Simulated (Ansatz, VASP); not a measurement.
# One calculation of ZnS, two programs

INCAR

```
ALGO = Normal
EDIFF = 1E-6
ENCUT = 520
GGA = PE
ISIF = 2
ISMEAR = 0
LASPH = T
LCHARG = T
LELF = T
LREAL = F
LVHAR = T
LWAVE = F
NBANDS = 26
NELM = 100
PREC = Accurate
SIGMA = 0.05
```

Contents of KPOINTS:

```
k-points
0
Gamma
  9 9 4
```

Contents of POSCAR:

```
ZnS
1.0
    3.6884088784      0.0000000000      0.0000000000
   -1.8442044392      3.1942557882      0.0000000000
    0.0000000000      0.0000000000      6.8523260142
Zn S
2 2
Direct
    0.3333333333      0.6666666667      0.0052003725
    0.6666666667      0.3333333333      0.5052003725
    0.3333333333      0.6666666667      0.3930140371
    0.6666666667      0.3333333333      0.8930140371
```

Input for Ansatz:

```yaml
crystal:
  lattice:
    - [3.6884088784, 0.0, 0.0]
    - [-1.8442044392, 3.1942557882, 0.0]
    - [0.0, 0.0, 6.8523260142]
  atoms:
    - { symbol: Zn, position: [0.3333333333, 0.6666666667, 0.0052003725] }
    - { symbol: Zn, position: [0.6666666667, 0.3333333333, 0.5052003725] }
    - { symbol: S, position: [0.3333333333, 0.6666666667, 0.3930140371] }
    - { symbol: S, position: [0.6666666667, 0.3333333333, 0.8930140371] }
basis:
  ecutwfc: 520.0
kpoints:
  mp_grid: { grid: [9, 9, 4] }
hamiltonian:
  xc: pbe
scf:
  occupations: { method: gaussian, width: 0.05 }
output:
  forces: true
  stress: true
  eigenvalues: true
```

Alike in both runs: task single point; functional PBE; k mesh 9 × 9 × 4; occupations gaussian, width 0.05 eV; no spin polarisation.

|  | VASP | Ansatz |
| --- | --- | --- |
| version | VASP 6.6.1 | Ansatz 0.2.0 |
| potentials or method | VASP PAW PBE potentials, release 64 (Zn, S), cutoff 520 eV | scalar-relativistic, plane waves, PAW |
| valence electrons in the cell | 36 | 36 |

```csv
,VASP,Ansatz,Ansatz less VASP
gap on the k mesh at the Fermi level (eV),1.80,1.80,-0.001
least direct gap on the mesh (eV),1.80,1.80,-0.001
pressure (GPa),3.4,3.2,-0.15
"traceless stress, the component that is largest in VASP (GPa)",-9.60,-9.52,+0.078
rms of the force components (eV/Å),0.342,0.334,-0.0072
```

Atom by atom the forces differ by 0.007 eV/Å (rms over components). The functional is the same, so the differences come from potentials, cutoffs and numerics.
